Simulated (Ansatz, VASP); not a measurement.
# Ge3N4 in VASP and in Ansatz

Contents of POSCAR:

```
Ge3N4
1.0
    8.0439274434      0.0000000000      0.0000000000
   -4.0219637217      6.9662455122      0.0000000000
    0.0000000000      0.0000000000      3.0492555099
Ge N
6 8
Direct
    0.8289339218      0.2357159101      0.7500000000
    0.5932180117      0.8289339218      0.2500000000
    0.2357159101      0.4067819883      0.2500000000
    0.7642840899      0.5932180117      0.7500000000
    0.4067819883      0.1710660782      0.7500000000
    0.1710660782      0.7642840899      0.2500000000
    0.6666666667      0.3333333333      0.7500000000
    0.3333333333      0.6666666667      0.2500000000
    0.6694869443      0.9734757907      0.7500000000
    0.6960111536      0.6694869443      0.2500000000
    0.9734757907      0.3039888464      0.2500000000
    0.0265242093      0.6960111536      0.7500000000
    0.3305130557      0.0265242093      0.2500000000
    0.3039888464      0.3305130557      0.7500000000
```

Contents of INCAR.step1:

```
ALGO = Normal ; EDIFF = 1E-5
ENCUT = 660 ; GGA = PE
GGA_COMPAT = F ; ISMEAR = 0
KPAR = 4 ; LASPH = T
LCHARG = F ; LREAL = F
LWAVE = T ; NBANDS = 75
NELM = 120 ; PREC = Accurate
SIGMA = 0.01
```

INCAR.step2

```
ALGO = Normal ; EDIFF = 1E-6
ENCUT = 660 ; GGA_COMPAT = F
ISIF = 2 ; ISMEAR = 0
ISTART = 1 ; KPAR = 4
LASPH = T ; LCHARG = F
LMIXTAU = T ; LREAL = F
LWAVE = F ; METAGGA = R2SCAN
NBANDS = 75 ; NELM = 120
PREC = Accurate ; SIGMA = 0.01
```

Contents of KPOINTS:

```
k-points
0
Gamma
  6 6 8
```

Input for Ansatz:

```yaml
crystal:
  lattice:
    - [8.0439274434, 0.0, 0.0]
    - [-4.0219637217, 6.9662455122, 0.0]
    - [0.0, 0.0, 3.0492555099]
  atoms:
    - { symbol: Ge, position: [0.8289339218, 0.2357159101, 0.75] }
    - { symbol: Ge, position: [0.5932180117, 0.8289339218, 0.25] }
    - { symbol: Ge, position: [0.2357159101, 0.4067819883, 0.25] }
    - { symbol: Ge, position: [0.7642840899, 0.5932180117, 0.75] }
    - { symbol: Ge, position: [0.4067819883, 0.1710660782, 0.75] }
    - { symbol: Ge, position: [0.1710660782, 0.7642840899, 0.25] }
    - { symbol: "N", position: [0.6666666667, 0.3333333333, 0.75] }
    - { symbol: "N", position: [0.3333333333, 0.6666666667, 0.25] }
    - { symbol: "N", position: [0.6694869443, 0.9734757907, 0.75] }
    - { symbol: "N", position: [0.6960111536, 0.6694869443, 0.25] }
    - { symbol: "N", position: [0.9734757907, 0.3039888464, 0.25] }
    - { symbol: "N", position: [0.0265242093, 0.6960111536, 0.75] }
    - { symbol: "N", position: [0.3305130557, 0.0265242093, 0.25] }
    - { symbol: "N", position: [0.3039888464, 0.3305130557, 0.75] }
kpoints:
  mp_grid: { grid: [6, 6, 8] }
  band_path:
    path:
      - [0.0, 0.0, 0.0]
      - [0.5, 0.0, 0.0]
      - [0.3333333333, 0.3333333333, 0.0]
      - [0.0, 0.0, 0.5]
      - [0.5, 0.0, 0.5]
      - [0.3333333333, 0.3333333333, 0.5]
    npoints: 1
hamiltonian:
  xc: r2scan
scf:
  occupations: { method: fixed }
  n_extra_bands: 7
output:
  forces: true
  stress: true
  eigenvalues: true
  write_density: true
  write_potential: true
  elf: true
  volumetric_format: npy
```

Change from the starting cell: uniaxial_z strain -1.0%.

Alike in both runs: task single point; functional r2SCAN; k mesh 6 × 6 × 8; no spin polarisation.

|  | VASP | Ansatz |
| --- | --- | --- |
| version | VASP 6.6.1 | Ansatz 0.2.0 |
| potentials or method | VASP PAW PBE potentials, release 64 (Ge_d, N) | plane waves, PAW |
| plane-wave cutoff (eV) | 660 | 500 |
| occupations | gaussian, width 0.01 eV | fixed |
| valence electrons in the cell | 124 | 124 |

|  | VASP | Ansatz | Ansatz less VASP |
| --- | --- | --- | --- |
| gap on the k mesh at the Fermi level (eV) | 2.71 | 2.74 | +0.027 |
| pressure (GPa) | 2.8 | 2.2 | -0.68 |
| traceless stress, the component that is largest in VASP (GPa) | 2.39 | 2.35 | -0.047 |
| rms of the force components (eV/Å) | 0.004 | 0.000 | -0.0042 |

VASP's potentials were made for PBE, not for r2SCAN. Atom by atom the forces differ by 0.004 eV/Å (rms over components).
